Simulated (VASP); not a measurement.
A run of VASP 6.6.1 is set up as follows.

INCAR

```
SYSTEM = H5CF
ALGO = Normal ; EDIFF = 1E-7
ENCUT = 520 ; GGA = PE
ISIF = 2 ; ISMEAR = -1
IVDW = 12 ; LASPH = .True.
LCHARG = .False. ; LREAL = Auto
LWAVE = .False. ; NBANDS = 52
NELM = 80 ; PREC = Accurate
SIGMA = 0.05
```

Contents of KPOINTS:

```
k-points
0
Gamma
  1 1 1
  0 0 0
```

The input POSCAR:

```
H5CF
1.0
    7.9602190000      0.0000000000      0.0000000000
    0.0000000000      7.9602190000      0.0000000000
    0.0000000000      0.0000000000      7.9602190000
F H C
4 20 4
Direct
    1.0279250873      0.0971531763      0.0797921543
    0.6197241150      0.5848160122      0.6814963276
    0.8528060170      0.7941752548      0.5935080548
    0.1562695912      0.7187815664      0.6740242837
    0.9210221038      0.1020944204      0.0293000892
    0.7016008764      0.6648240331      0.6459190973
    0.9650232575      0.7595145439      0.6246077211
    0.1889925998      0.6191927381      0.7325547929
    0.2623581804      0.4863174869      0.9898908155
    0.2873748270      0.2819737752      0.8997891275
    0.3551630161      0.4617508181      0.7852977767
    0.1313824730      0.4161513461      0.8194452883
    0.6353003738      0.2405365823      0.3708399482
    0.5466345369      0.0433599692      0.4324759318
    0.4359756552      0.1754311575      0.2883064417
    0.4549102096      0.2359750521      0.5037905967
    0.7980525261      0.0813122840      0.8245980189
    0.5768126517      0.0847127404      0.8441818355
    0.6891502350      0.2777675690      0.8121236136
    0.6975771923      0.1716757409      1.0102278096
    0.6127624817      0.6600304046      0.2391522537
    0.5419505342      0.8411518582      0.1266108791
    0.6815005133      0.6951851547      0.0277158835
    0.7559770463      0.8271242197      0.1953313398
    0.2592962914      0.4140566425      0.8728418709
    0.5181830805      0.1736685172      0.3986833520
    0.6916672678      0.1545566235      0.8733329588
    0.6483292597      0.7558704126      0.1469520370
```

Potentials or basis: VASP PAW PBE potentials, release 64 (F, H, C).

Command:

```console
$ cat potpaw_PBE.64/F/POTCAR potpaw_PBE.64/H/POTCAR potpaw_PBE.64/C/POTCAR > POTCAR
$ mpirun -np 1 vasp_gam > vasp.out
```

**Question.** What does it give for the dispersion energy per atom?

**Answer.** -0.018 eV.

**Question.** Predict the largest force.

**Answer.** 0.233 eV/Å.

**Question.** Predict the pressure.

**Answer.** -0.3 GPa.

Forces in eV/Å, atoms in the order of the input:
```
F    0.186 -0.023  0.087
F   -0.158 -0.156  0.069
F    0.076 -0.054  0.059
F   -0.090  0.062 -0.037
H   -0.167  0.023 -0.102
H    0.167  0.132 -0.062
H   -0.015  0.044 -0.020
H    0.041 -0.067  0.014
H   -0.001 -0.017  0.016
H    0.008  0.028 -0.010
H    0.007 -0.026  0.003
H    0.035 -0.014  0.017
H    0.010  0.007 -0.004
H    0.006 -0.016  0.007
H   -0.015  0.001 -0.014
H   -0.005  0.010  0.009
H    0.010 -0.002 -0.013
H   -0.020 -0.005  0.001
H    0.005  0.005  0.007
H   -0.011  0.010  0.024
H   -0.006 -0.016  0.016
H    0.034 -0.020  0.013
H   -0.010  0.014  0.026
H   -0.021 -0.020 -0.013
C   -0.057  0.058 -0.024
C   -0.005  0.012  0.000
C    0.001 -0.005 -0.023
C   -0.006  0.034 -0.046
```

Caveat: the k points lie up to 0.79 Å⁻¹ apart.
